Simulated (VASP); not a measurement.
Na2Y:

```
Na Y
1.0
    -1.57963    3.09941    5.20379
     1.57963   -3.09941    5.20379
     1.57963    3.09941   -5.20379
Na Y
2 1
Cartesian
  0.0000 3.0994 1.8151
  1.5796 0.0000 3.3887
  0.0000 0.0000 0.0000
```

* Program: VASP 6.6.1
* Task: relaxation of cell and atoms
* Functional: PBE
* Potentials or basis: VASP PAW PBE potentials, release 64 (Na_pv, Y_sv)
* Cutoff: 600 eV
* k mesh: 6 × 6 × 6
* Occupations: gaussian, width 0.1 eV
* Spin: no spin polarisation

At the start: pressure 0.5 GPa; volume 33.97 Å³/atom.

Question: Where does the relaxation end?

Answer: Over 5 steps the energy falls by 7.2 meV/atom and the volume is 35.17 Å³/atom (+3.5 %); space group Immm (No. 71, to 0.1 Å) before and after.

The path:
```csv
step,energy change (eV),largest force (eV/Å),pressure (GPa),volume (Å³)
1,0.0000,0.0094,0.53,101.91
2,-0.0141,0.0240,0.26,103.58
3,-0.0209,0.0440,-0.09,105.89
4,-0.0210,0.0432,-0.08,105.79
5,-0.0217,0.0364,-0.04,105.52
```

Final structure:
```yaml
crystal:
  lattice:
    - [-1.64280, 3.10299, 5.17507]
    - [1.64280, -3.10299, 5.17507]
    - [1.64280, 3.10299, -5.17507]
  atoms:
    - { symbol: Na, position: [0.67476, 0.17476, 0.50000] }
    - { symbol: Na, position: [0.32524, 0.82524, 0.50000] }
    - { symbol: Y, position: [0.00000, 0.00000, 0.00000] }
```
